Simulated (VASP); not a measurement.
Wanted: the native input for a VASP 6.6.1 run.

```yaml
Task: single point
Functional: PBEsol
Potentials_or_basis: VASP PAW PBE potentials, release 64 (Ir_sv_GW)
Cutoff: 560 eV
k_mesh: 15 × 15 × 15
Occupations: gaussian, width 0.1 eV
Spin: no spin polarisation
Dipole_correction: no
Further_INCAR_settings: ALGO = Normal; EDIFF = 1e-06; NBANDS = 14
```

The structure of Ir lies in POSCAR:

```
Ir
1.0
    2.6728587958      0.0000000000      0.0000000000
   -1.3364293979      2.3147636179      0.0000000000
    1.3364293979      0.7715878726      2.2260493450
Ir
1
Direct
    0.0000000000      0.0000000000      0.0000000000
```

The input as run:

INCAR

```
PREC = Accurate
ENCUT = 560
EDIFF = 1E-6
ISMEAR = 0
SIGMA = 0.1
LREAL = F
LASPH = T
NELM = 120
ALGO = Normal
ISIF = 2
LWAVE = F
LCHARG = F
GGA = PS
NBANDS = 14
GGA_COMPAT = F
```

KPOINTS

```
regular mesh
0
Gamma
  15 15 15
```

Potentials or basis: VASP PAW PBE potentials, release 64 (Ir_sv_GW).

The run is started by

```sh
$ cat potpaw_PBE.64/Ir_sv_GW/POTCAR > POTCAR
$ mpirun -np 1 vasp_std > vasp.out
```

Results of the run:

```
Pressure               : 6.2 GPa
Band gap on the k mesh : zero (an odd number of electrons rules out a gap without spin polarisation)
```

Caveat: the stress differs along the axes, from -2 to 10 GPa; the PAW data sets were made with another functional, which shifts forces and pressure a little; spin-orbit coupling is left out, which moves the levels of the heavy elements.

Run time: 22 s on 1 thread of Intel(R) Xeon(R) 6975P-C (Granite Rapids), on a shared host, peak memory 0.2 GiB.
